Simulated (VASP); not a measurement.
# TaN (I4mm) in VASP: further runs

TaN is run at these levels: r2SCAN; tasks: single point.

All numbers are computed with VASP 6.6.1; they aren't measurements. Logs are shortened: lines on timing, memory, paths and dates and some standing lists are left out, and cuts for length are marked.

## 1. The cell of the first run

The structure is tetragonal, space group I4mm (No. 107). Conventional cell: a = 3.082 Å, b = 3.082 Å, c = 4.358 Å, α = 90.00°, β = 90.00°, γ = 90.00°. Within 2.9 Å of Ta (site symmetry 4mm) lie 6 N at 2.15 to 2.20 Å. Within 2.9 Å of N (site symmetry 4mm) lie 6 Ta at 2.15 to 2.20 Å.

## 2. Single point, r2SCAN

The input, POSCAR:

```
TaN
1.0
    0.0000000000      2.1790000000      2.1790000000
    2.1790000000      0.0000000000      2.1790000000
    2.1790000000      2.1790000000      0.0000000000
Ta N
1 1
Direct
    0.5000000000      0.5000000000      0.5000000000
   -0.0057365764     -0.0057365764      0.0057365764
```

The input, INCAR.step1:

```
SYSTEM = TaN
  PREC = Accurate
  ENCUT = 770
  ISMEAR = 0
  SIGMA = 0.15
  LREAL = .FALSE.
  LASPH = .TRUE.
  NELM = 120
  NBANDS = 16
  GGA = PE
  ALGO = Normal
  EDIFF = 1E-5
  LWAVE = .TRUE.
  LCHARG = .FALSE.
  GGA_COMPAT = .FALSE.
```

The input, INCAR.step2:

```
SYSTEM = TaN
  PREC = Accurate
  ENCUT = 770
  EDIFF = 1E-6
  ISMEAR = 0
  SIGMA = 0.15
  LREAL = .FALSE.
  LASPH = .TRUE.
  NELM = 120
  ALGO = Normal
  ISIF = 2
  LWAVE = .FALSE.
  LCHARG = .FALSE.
  METAGGA = R2SCAN
  LMIXTAU = .TRUE.
  NBANDS = 16
  ISTART = 1
  GGA_COMPAT = .FALSE.
```

The input, KPOINTS:

```
regular mesh
0
G
  18 18 18
  0 0 0
```

Potentials or basis: VASP PAW PBE potentials, release 64 (Ta_sv_GW, N).

Run with:

```
> cat potpaw_PBE.64/Ta_sv_GW/POTCAR potpaw_PBE.64/N/POTCAR > POTCAR
> cp INCAR.step1 INCAR
> mpirun -np 1 vasp_std > vasp.out
> cp INCAR.step2 INCAR
> mpirun -np 1 vasp_std > vasp.out
```

OUTCAR:

```text
SYSTEM = TaN
   PREC = Accurate
   ENCUT = 770
   EDIFF = 1E-6
   ISMEAR = 0
   LREAL = .FALSE.
   LASPH = .TRUE.
   NELM = 120
   ISIF = 2
   METAGGA = R2SCAN
   ISTART = 1

 ion  position               nearest neighbor table
   1  0.500  0.500  0.500-   2 2.15   2 2.18   2 2.18   2 2.18   2 2.18   2 2.20
   2  0.994  0.994  0.006-   1 2.15   1 2.18   1 2.18   1 2.18   1 2.18   1 2.20

  LATTYP: Found a face centered cubic cell.
 ALAT       =     4.3580000000

  Lattice vectors:

 A1 = (   0.0000000000,   2.1790000000,   2.1790000000)
 A2 = (   2.1790000000,   0.0000000000,   2.1790000000)
 A3 = (   2.1790000000,   2.1790000000,   0.0000000000)

Analysis of symmetry for initial positions (statically):
=====================================================================
 Subroutine PRICEL returns:
 Original cell was already a primitive cell.

 Routine SETGRP: Setting up the symmetry group for a
 face centered cubic supercell.

 Subroutine GETGRP returns: Found  8 space group operations
 (whereof  8 operations were pure point group operations)
 out of a pool of 48 trial point group operations.

The static configuration has the point symmetry C_4v.

Analysis of symmetry for dynamics (positions and initial velocities):
=====================================================================
 Subroutine PRICEL returns:
 Original cell was already a primitive cell.

 Routine SETGRP: Setting up the symmetry group for a
 face centered cubic supercell.

 Subroutine GETGRP returns: Found  8 space group operations
 (whereof  8 operations were pure point group operations)
 out of a pool of 48 trial point group operations.

The dynamic configuration has the point symmetry C_4v.

 Subroutine INISYM returns: Found  8 space group operations
 (whereof  8 operations are pure point group operations),
 and found     1 'primitive' translations

----------------------------------------------------------------------------------------

                                     Primitive cell

  volume of cell :      20.6920

  direct lattice vectors                    reciprocal lattice vectors
     0.000000000  2.179000000  2.179000000    -0.229463056  0.229463056  0.229463056
     2.179000000  0.000000000  2.179000000     0.229463056 -0.229463056  0.229463056
     2.179000000  2.179000000  0.000000000     0.229463056  0.229463056 -0.229463056

  length of vectors
     3.081571352  3.081571352  3.081571352     0.397441672  0.397441672  0.397441672

  position of ions in fractional coordinates (direct lattice)
     0.500000000  0.500000000  0.500000000
[... 72 lines left out ...]
   ISPIN  =      1    spin polarized calculation?
   LNONCOLLINEAR =      F non collinear calculations
   LSORBIT =      F    spin-orbit coupling
   LASPH  =      T    aspherical Exc in radial PAW
   ENCUT  =  770.0 eV  56.59 Ry    7.52 a.u.   6.97  6.97  6.97*2*pi/ulx,y,z
   NELM   =    120;   NELMIN=  2; NELMDL=  0     # of ELM steps
   EDIFF  = 0.1E-05   stopping-criterion for ELM
   LREAL  =      F    real-space projection
[... 7 lines left out ...]
   TEBEG  =    0.0;   TEEND  =   0.0 temperature during run
   PSTRESS=    0.0 pullay stress
   NELECT =      18.0000    total number of electrons
   NUPDOWN=      -1.0000    fix difference up-down
   EMIN   =  10.00;   EMAX   =-10.00  energy-range for DOS
   EFERMI =   0.00;   METHOD = LEGACY
   ISMEAR =     0;   SIGMA  =   0.15  broadening in eV -4-tet -1-fermi 0-gaus
   EFERMI_NEDOS =   21; number of points for ismear=-14 and -15
   IALGO  =     38    algorithm
   IMIX   =      4    mixing-type and parameters
     AMIX     =   0.40;   BMIX     =  1.00
     AMIX_MAG =   1.60;   BMIX_MAG =  1.00
  volume/ion in A,a.u.               =      10.35        69.82
  Fermi-wavevector in a.u.,A,eV,Ry     =   1.562782  2.953230 33.229345  2.442288
  Thomas-Fermi vector in A             =   2.665650
   LORBIT       =      0    0 simple, 1 ext, 2 COOP (PROOUT), +10 PAW based schemes
   METAGGA = R2SCAN    functional components
   LHFCALC =     F    Hartree Fock is set to
   AEXX    =    0.0000 exact exchange contribution
   IVDW    =     0    specifies the selected vdW correction
   LEPSILON=     F    determine dielectric tensor
   LRPA    =     F    only Hartree local field effects (RPA)
 non-spin polarized calculation
 Gauss-broadening in eV      SIGMA  =   0.15
  energy-cutoff  :      770.00
  volume of cell :       20.69
 maximum number of plane-waves:      1019
   NGX = 13   NGY = 13   NGZ = 13

 number of electron      18.0000000 magnetization

 Free energy of the ion-electron system (eV)
  ---------------------------------------------------
  ext. energy  EPLUGINS =         0.00000000
  ---------------------------------------------------
  free energy    TOTEN  =       -62.19044328 eV

  energy without entropy =      -62.18140617  energy(sigma->0) =      -62.18592472

 E-fermi :  14.3111     XC(G=0): -14.9426

 val. band max:       14.3075419381   @ k =   0.3889   0.0556   0.0000
 cond. band min:      14.3111538387   @ k =   0.1111  -0.2778   0.3333
 fundamental gap:      0.0036119006
 Fermi energy:        14.3111155032

 k-point     1 :       0.0000    0.0000    0.0000
  band No.  band energies     occupation
      1     -57.3151      2.00000
      2     -22.7851      2.00000
      3     -22.7844      2.00000
      4     -22.7844      2.00000
      5      -5.9279      2.00000
      6      10.0443      2.00000
[... 433 lines left out ...]
      3     -22.8778      2.00000
      4     -22.8663      2.00000
      5      -3.4185      2.00000
      6       4.1888      2.00000
[... 8 lines left out ...]
     15      26.9290      0.00000
     16      28.7778      0.00000

 [... further k-points ...]

------------------------ aborting loop because EDIFF is reached ----------------------------------------

  FORCE on cell =-STRESS in cart. coord.  units (eV):
  Direction    XX          YY          ZZ          XY          YZ          ZX
  --------------------------------------------------------------------------------------
  -------------------------------------------------------------------------------------
  Total        1.2723950      1.2723950      1.3168704      0.0000000     -0.0000000     -0.0000000
  in kB       98.5214588     98.5214588    101.9651894      0.0000000     -0.0000000     -0.0000000
  external PRESSURE =      99.6693690 kB  Pullay stress =       0.0000000 kB

 VOLUME and BASIS-vectors are now :
 -----------------------------------------------------------------------------
  energy-cutoff  :      770.00
  volume of cell :       20.69
      direct lattice vectors                 reciprocal lattice vectors
     0.000000000  2.179000000  2.179000000    -0.229463056  0.229463056  0.229463056
     2.179000000  0.000000000  2.179000000     0.229463056 -0.229463056  0.229463056
     2.179000000  2.179000000  0.000000000     0.229463056  0.229463056 -0.229463056

 POSITION                                       TOTAL-FORCE (eV/Angst)
 -----------------------------------------------------------------------------------
      2.17900      2.17900      2.17900         0.000000      0.000000     -0.222383
      2.17900      2.17900      4.33300         0.000000      0.000000      0.222383
 -----------------------------------------------------------------------------------
    total drift:                                0.000000      0.000000     -0.000877

  FREE ENERGIE OF THE ION-ELECTRON SYSTEM (eV)
  ---------------------------------------------------
  free  energy   TOTEN  =       -62.1904432800 eV

  energy  without entropy=      -62.1814061673  energy(sigma->0) =      -62.18592472
```

OSZICAR.step1:

```text
N       E                     dE             d eps       ncg     rms          rms(c)
DAV:   1     0.146413365968E+03    0.14641E+03   -0.14033E+04 15368   0.157E+03
DAV:   2    -0.219400622213E+02   -0.16835E+03   -0.16124E+03 22608   0.400E+02
DAV:   3    -0.283602808305E+02   -0.64202E+01   -0.64043E+01 18072   0.703E+01
DAV:   4    -0.285250050257E+02   -0.16472E+00   -0.16472E+00 21936   0.814E+00
DAV:   5    -0.285286500592E+02   -0.36450E-02   -0.36450E-02 18376   0.896E-01    0.458E+01
DAV:   6    -0.244494578200E+02    0.40792E+01   -0.88201E+00 19256   0.285E+01    0.484E+01
DAV:   7    -0.243711140336E+02    0.78344E-01   -0.47519E-01 15792   0.596E+00    0.248E+01
DAV:   8    -0.243265218778E+02    0.44592E-01   -0.12806E-01 19944   0.318E+00    0.222E+00
DAV:   9    -0.243250974891E+02    0.14244E-02   -0.58551E-03 18608   0.726E-01    0.885E-01
DAV:  10    -0.243250799738E+02    0.17515E-04   -0.12521E-03 16776   0.355E-01    0.163E-01
DAV:  11    -0.243250905776E+02   -0.10604E-04   -0.78708E-05 18352   0.103E-01    0.201E-01
DAV:  12    -0.243250825114E+02    0.80662E-05   -0.15643E-05 13064   0.416E-02
   1 F= -.24325083E+02 E0= -.24320356E+02  d E =-.945267E-02
```

It took 6.4 min on 1 thread of Intel Xeon 6975P-C (Granite Rapids), shared host; peak memory 0.42 GiB.

Results:

```yaml
Free_energy: -62.1904 eV
Pressure: 10.0 GPa
Largest_force: 0.222 eV/Å
Band_gap_on_the_k_mesh: zero (bands 9 and 10 overlap by 4.23 eV)
```

Forces on the atoms (eV/Å):
```
Ta   0.000  0.000 -0.222
N    0.000  0.000  0.222
```

Levels at points of the mesh, in eV from the Fermi level:
```
           k point  band 6  band 7  band 8  band 9  band 10  band 11  band 12  band 13
(0.00, 0.00, 0.00)   -4.27   -4.27   -4.26   -2.24    -2.22    -2.22     0.16     0.19
(0.50, 0.00, 0.00)  -11.06   -8.20   -8.19    2.01     2.01     2.14     4.10     8.12
(0.50, 0.50, 0.00)   -7.16   -5.81   -5.08   -5.08     2.33     3.71     3.71     5.01
(0.00, 0.50, 0.50)   -7.16   -5.86   -5.09   -5.02     2.34     3.71     3.71     5.01
```

Caveat: the cell differs from its parent crystal (all N atoms moved +0.025 Å, as atom 2 towards its neighbour atom 1 (Ta) at 2.179 Å); the cell stands under pressure; the PAW data sets were made with another functional, which shifts forces and pressure a little; spin-orbit coupling is left out, which moves the levels of the heavy elements.

[end of part 1 of 2]
